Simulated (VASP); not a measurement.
# Pd (Fm-3m) in VASP: single point with PBE

Aim: the single point of Pd with PBE.

Program: VASP 6.6.1. These are calculated values, not measurements. Logs are shortened: lines on timing, memory, paths and dates and some standing lists are left out, and cuts for length are marked.

## 1. The cell of the first run

The structure is cubic, space group Fm-3m (No. 225). Conventional cell: a = 3.946 Å, b = 3.946 Å, c = 3.946 Å, α = 90.00°, β = 90.00°, γ = 90.00°. Within 3.7 Å of Pd (site symmetry m-3m) lie 12 Pd at 2.79 Å.

## 2. Single point, PBE

Input file INCAR:

```
SYSTEM = Pd
  ALGO = Normal
  EDIFF = 1E-6
  ENCUT = 520
  GGA = PE
  ISIF = 2
  ISMEAR = -1
  LASPH = .True.
  LCHARG = .False.
  LREAL = .False.
  LWAVE = .False.
  NBANDS = 17
  NELM = 100
  PREC = Accurate
  SIGMA = 0.1
```

Input file KPOINTS:

```
k-points
0
Gamma
  12 8 12
  0 0 0
```

Input file POSCAR:

```
Pd
1.0
   -1.9730522008      1.9730522008      0.0000000000
    0.0000000000      0.0000000000      3.9461044017
    1.9730522008      1.9730522008      0.0000000000
Pd
2
Direct
    0.0000000000      0.0000000000      0.0000000000
    0.5000000000      0.5000000000      0.5000000000
```

Potentials or basis: VASP PAW PBE potentials, release 64 (Pd).

Launch:

```
cat potpaw_PBE.64/Pd/POTCAR > POTCAR
mpirun -np 1 vasp_std > vasp.out
```

OUTCAR:

```text
SYSTEM = Pd
   EDIFF = 1E-6
   ENCUT = 520
   GGA = PE
   ISIF = 2
   ISMEAR = -1
   LASPH = .True.
   LREAL = .False.
   NELM = 100
   PREC = Accurate

 ion  position               nearest neighbor table
   1  0.000  0.000  0.000-   2 2.79   2 2.79   2 2.79   2 2.79   2 2.79   2 2.79   2 2.79   2 2.79

   2  0.500  0.500  0.500-   1 2.79   1 2.79   1 2.79   1 2.79   1 2.79   1 2.79   1 2.79   1 2.79

  LATTYP: Found a simple tetragonal cell.
 ALAT       =     2.7903171816
 C/A-ratio  =     1.4142135624

  Lattice vectors:

 A1 = (   1.9730522008,  -1.9730522008,   0.0000000000)
 A2 = (   1.9730522008,   1.9730522008,   0.0000000000)
 A3 = (   0.0000000000,   0.0000000000,   3.9461044017)

Analysis of symmetry for initial positions (statically):
=====================================================================
 Subroutine PRICEL returns following result:

  LATTYP: Found a face centered cubic cell.
 ALAT       =     3.9461044017

  Lattice vectors:

 A1 = (   1.9730522008,   0.0000000000,   1.9730522008)
 A2 = (   1.9730522008,   1.9730522008,   0.0000000000)
 A3 = (   0.0000000000,   1.9730522008,   1.9730522009)

   2 primitive cells build up your supercell.

 Routine SETGRP: Setting up the symmetry group for a
 simple tetragonal supercell.

 Subroutine GETGRP returns: Found 16 space group operations
 (whereof 16 operations were pure point group operations)
 out of a pool of 16 trial point group operations.

The static configuration has the point symmetry D_4h.

Analysis of symmetry for dynamics (positions and initial velocities):
=====================================================================
 Subroutine PRICEL returns following result:

  LATTYP: Found a face centered cubic cell.
 ALAT       =     3.9461044017

  Lattice vectors:

 A1 = (   1.9730522008,   0.0000000000,   1.9730522008)
 A2 = (   1.9730522008,   1.9730522008,   0.0000000000)
 A3 = (   0.0000000000,   1.9730522008,   1.9730522009)

   2 primitive cells build up your supercell.

 Routine SETGRP: Setting up the symmetry group for a
 simple tetragonal supercell.

 Subroutine GETGRP returns: Found 16 space group operations
 (whereof 16 operations were pure point group operations)
 out of a pool of 16 trial point group operations.

The dynamic configuration has the point symmetry D_4h.

 Subroutine INISYM returns: Found 16 space group operations
 (whereof 16 operations are pure point group operations),
 and found     2 'primitive' translations

----------------------------------------------------------------------------------------

                                     Primitive cell

  volume of cell :      15.3619

  direct lattice vectors                    reciprocal lattice vectors
     1.973052201  0.000000000  1.973052201     0.253414481 -0.253414481  0.253414481
     1.973052201  1.973052201  0.000000000     0.253414481  0.253414481 -0.253414481
     0.000000000  1.973052201  1.973052201    -0.253414481  0.253414481  0.253414481

  length of vectors
     2.790317182  2.790317182  2.790317182     0.438926757  0.438926757  0.438926757

  position of ions in fractional coordinates (direct lattice)
     0.000000000  0.000000000  0.000000000

  ion indices of the primitive-cell ions
   primitive index   ion index
                 1           1

----------------------------------------------------------------------------------------

 KPOINTS: k-points

Automatic generation of k-mesh.
 Grid dimensions read from file:
 generate k-points for:   12    8   12

 Generating k-lattice:

  Cartesian coordinates                     Fractional coordinates (reciprocal lattice)
    -0.021117873  0.021117873  0.000000000     0.083333333  0.000000000  0.000000000
     0.000000000  0.000000000  0.031676810     0.000000000  0.125000000  0.000000000
     0.021117873  0.021117873  0.000000000     0.000000000  0.000000000  0.083333333

  Length of vectors
     0.029865183  0.031676810  0.029865183

  Shift w.r.t. Gamma in fractional coordinates (k-lattice)
     0.000000000  0.000000000  0.000000000

 Subroutine IBZKPT returns following result:
 ===========================================

 Found    140 irreducible k-points:

 Following reciprocal coordinates:
            Coordinates               Weight
  0.000000  0.000000  0.000000      1.000000
  0.083333  0.000000  0.000000      4.000000
  0.166667  0.000000  0.000000      4.000000
  0.250000  0.000000  0.000000      4.000000
  0.333333  0.000000  0.000000      4.000000
  0.416667  0.000000  0.000000      4.000000
[... 16 lines left out ...]
  0.083333  0.375000  0.000000      8.000000
  0.166667  0.375000  0.000000      8.000000
 [... further k-points ...]
   k-points           NKPTS =    140   k-points in BZ     NKDIM =    140   number of bands    NBANDS=     17
   number of dos      NEDOS =    301   number of ions     NIONS =      2
   total plane-waves  NPLWV =  17280
   dimension x,y,z NGX =    24 NGY =   30 NGZ =   24
   dimension x,y,z NGXF=    48 NGYF=   60 NGZF=   48
   ions per type =               2
   NGX,Y,Z   is equivalent  to a cutoff of  14.30, 12.64, 14.30 a.u.
   NGXF,Y,Z  is equivalent  to a cutoff of  28.60, 25.28, 28.60 a.u.
 SYSTEM =  Pd
   PREC   = accura    normal or accurate (medium, high low for compatibility)
   ISTART =      0    job   : 0-new  1-cont  2-samecut
   ICHARG =      2    charge: 1-file 2-atom 10-const
   ISPIN  =      1    spin polarized calculation?
   LNONCOLLINEAR =      F non collinear calculations
   LSORBIT =      F    spin-orbit coupling
   LASPH  =      T    aspherical Exc in radial PAW
   ENCUT  =  520.0 eV  38.22 Ry    6.18 a.u.   5.19  7.34  5.19*2*pi/ulx,y,z
   NELM   =    100;   NELMIN=  2; NELMDL= -5     # of ELM steps
   EDIFF  = 0.1E-05   stopping-criterion for ELM
   LREAL  =      F    real-space projection
   EDIFFG = 0.1E-04   stopping-criterion for IOM
   NSW    =      0    number of steps for IOM
   IBRION =     -1    ionic relax: 0-MD 1-quasi-New 2-CG
   NFREE  =      0    steps in history (QN), initial steepest desc. (CG)
   ISIF   =      2    stress and relaxation
   ISYM   =      2    0-nonsym 1-usesym 2-fastsym
   POTIM  = 0.5000    time-step for ionic-motion
   TEBEG  =    0.0;   TEEND  =   0.0 temperature during run
   PSTRESS=    0.0 pullay stress
   NELECT =      20.0000    total number of electrons
   NUPDOWN=      -1.0000    fix difference up-down
   EMIN   =  10.00;   EMAX   =-10.00  energy-range for DOS
   EFERMI =   0.00;   METHOD = LEGACY
   ISMEAR =    -1;   SIGMA  =   0.10  broadening in eV -4-tet -1-fermi 0-gaus
   EFERMI_NEDOS =   21; number of points for ismear=-14 and -15
   IALGO  =     38    algorithm
   IMIX   =      4    mixing-type and parameters
     AMIX     =   0.40;   BMIX     =  1.00
     AMIX_MAG =   1.60;   BMIX_MAG =  1.00
  volume/ion in A,a.u.               =      15.36       103.67
  Fermi-wavevector in a.u.,A,eV,Ry     =   1.418817  2.681175 27.389079  2.013041
  Thomas-Fermi vector in A             =   2.539902
   LORBIT       =      0    0 simple, 1 ext, 2 COOP (PROOUT), +10 PAW based schemes
   GGA     = PE    functional components
   LHFCALC =     F    Hartree Fock is set to
   AEXX    =    0.0000 exact exchange contribution
   IVDW    =     0    specifies the selected vdW correction
   LEPSILON=     F    determine dielectric tensor
   LRPA    =     F    only Hartree local field effects (RPA)
 non-spin polarized calculation
  energy-cutoff  :      520.00
  volume of cell :       30.72
 maximum number of plane-waves:       850
 NGX is ok and might be reduce to    24
   NGX = 11   NGY = 15   NGZ = 11

 number of electron      20.0000006 magnetization

 Free energy of the ion-electron system (eV)
  ---------------------------------------------------
  ext. energy  EPLUGINS =         0.00000000
  ---------------------------------------------------
  free energy    TOTEN  =       -10.51040120 eV

  energy without entropy =      -10.37892730  energy(sigma->0) =      -10.44466425

 E-fermi :   9.1309     XC(G=0): -12.9333

 val. band max:        9.1189183422   @ k =   0.3333   0.3750   0.0000
 cond. band min:       9.1516654635   @ k =   0.0833   0.3750   0.0000
 fundamental gap:      0.0327471213
 Fermi energy:         9.1309257447

 k-point     1 :       0.0000    0.0000    0.0000
  band No.  band energies     occupation
      1       2.2826      2.00000
      2       4.0531      2.00000
      3       4.3260      2.00000
      4       6.4499      2.00000
      5       6.4499      2.00000
      6       6.4523      2.00000
[... 9 lines left out ...]
     16      26.2785      0.00000
     17      30.0978      0.00000

 k-point     2 :       0.0833    0.0000    0.0000
  band No.  band energies     occupation
      1       2.4449      2.00000
      2       4.1507      2.00000
      3       4.4217      2.00000
      4       6.3865      2.00000
      5       6.4993      2.00000
      6       6.5212      2.00000
[... 9 lines left out ...]
     16      26.4361      0.00000
     17      29.8640      0.00000

 k-point     3 :       0.1667    0.0000    0.0000
  band No.  band energies     occupation
      1       2.9096      2.00000
      2       4.3817      2.00000
      3       4.7345      2.00000
      4       6.2215      2.00000
      5       6.6444      2.00000
      6       6.6852      2.00000
[... 9 lines left out ...]
     16      26.7389      0.00000
     17      28.0881      0.00000

 k-point     4 :       0.2500    0.0000    0.0000
  band No.  band energies     occupation
      1       3.6064      2.00000
      2       4.6782      2.00000
      3       5.2216      2.00000
      4       6.0180      2.00000
      5       6.7960      2.00000
      6       6.8761      2.00000
[... 9 lines left out ...]
     16      26.2630      0.00000
     17      26.5373      0.00000
[... 343 lines left out ...]
      1       3.7481      2.00000
      2       4.5587      2.00000
      3       4.9061      2.00000
      4       5.7110      2.00000
      5       7.1519      2.00000
      6       7.1519      2.00000
[... 9 lines left out ...]
     16      27.7047      0.00000
     17      28.1058      0.00000

 k-point    23 :       0.0833    0.3750    0.0000
  band No.  band energies     occupation
      1       3.8645      2.00000
      2       4.6584      2.00000
      3       4.9895      2.00000
      4       5.7487      2.00000
      5       6.9357      2.00000
      6       7.0967      2.00000
[... 9 lines left out ...]
     16      26.2099      0.00000
     17      27.7433      0.00000

 k-point    24 :       0.1667    0.3750    0.0000
  band No.  band energies     occupation
      1       4.1091      2.00000
      2       4.7679      2.00000
      3       5.3665      2.00000
      4       5.9637      2.00000
      5       6.7478      2.00000
      6       6.8877      2.00000
[... 9 lines left out ...]
     16      25.8582      0.00000
     17      27.4461      0.00000

 [... further k-points ...]

------------------------ aborting loop because EDIFF is reached ----------------------------------------

  FORCE on cell =-STRESS in cart. coord.  units (eV):
  Direction    XX          YY          ZZ          XY          YZ          ZX
  --------------------------------------------------------------------------------------
  -------------------------------------------------------------------------------------
  Total       -0.0710256     -0.0710256     -0.1006082      0.0000000      0.0000000      0.0000000
  in kB       -3.7038180     -3.7038180     -5.2464806      0.0000000      0.0000000      0.0000000
  external PRESSURE =      -4.2180389 kB  Pullay stress =       0.0000000 kB

 VOLUME and BASIS-vectors are now :
 -----------------------------------------------------------------------------
  energy-cutoff  :      520.00
  volume of cell :       30.72
      direct lattice vectors                 reciprocal lattice vectors
    -1.973052201  1.973052201  0.000000000    -0.253414481  0.253414481  0.000000000
     0.000000000  0.000000000  3.946104402     0.000000000  0.000000000  0.253414481
     1.973052201  1.973052201  0.000000000     0.253414481  0.253414481  0.000000000

 POSITION                                       TOTAL-FORCE (eV/Angst)
 -----------------------------------------------------------------------------------
      0.00000      0.00000      0.00000         0.000000      0.000000     -0.000000
      0.00000      1.97305      1.97305        -0.000000     -0.000000      0.000000
 -----------------------------------------------------------------------------------
    total drift:                               -0.000000     -0.000000      0.000000

  FREE ENERGIE OF THE ION-ELECTRON SYSTEM (eV)
  ---------------------------------------------------
  free  energy   TOTEN  =       -10.5104011982 eV

  energy  without entropy=      -10.3789273020  energy(sigma->0) =      -10.44466425
```

It took 29 s on 1 thread of Intel Xeon 6975P-C, shared host; peak memory 0.19 GiB.

What came out:

```yaml
Free_energy: -10.5104 eV
Pressure: -0.4 GPa
Band_gap_on_the_k_mesh: zero (band 10 reaches 9.38 eV, above the bottom of band 11 at 8.35 eV)
```
